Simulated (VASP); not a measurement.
The system is CsCl.

```xyz
2
Lattice="4.1368 0.0000 0.0000 0.0000 4.1368 0.0000 0.0000 0.0000 4.1368" Properties=species:S:1:pos:R:3 pbc="T T T"
Cs    0.0000    0.0000    0.0000
Cl    2.0684    2.0684    2.0684
```

Base run:

* Program: VASP 6.6.1
* Functional: r2SCAN
* Potentials or basis: VASP PAW PBE potentials, release 64 (Cs_sv, Cl)
* Cutoff: 550 eV
* k mesh: 4 × 4 × 4
* Occupations: gaussian, width 0.01 eV
* Spin: no spin polarisation

Its results: band gap on the k mesh 5.91 eV; pressure 0.1 GPa.

Q: The run is repeated on the same cell with these changes: functional from r2SCAN to PBE-based screened hybrid with 100 % exact exchange; cutoff from 550 eV to 400 eV. What comes out?

A: Band gap on the k mesh 10.65 eV; pressure -0.8 GPa.

Caveats: the PAW data sets were made with another functional, which shifts forces and pressure a little; spin-orbit coupling is left out, which moves the levels of the heavy elements.

A k mesh can miss the band edges.
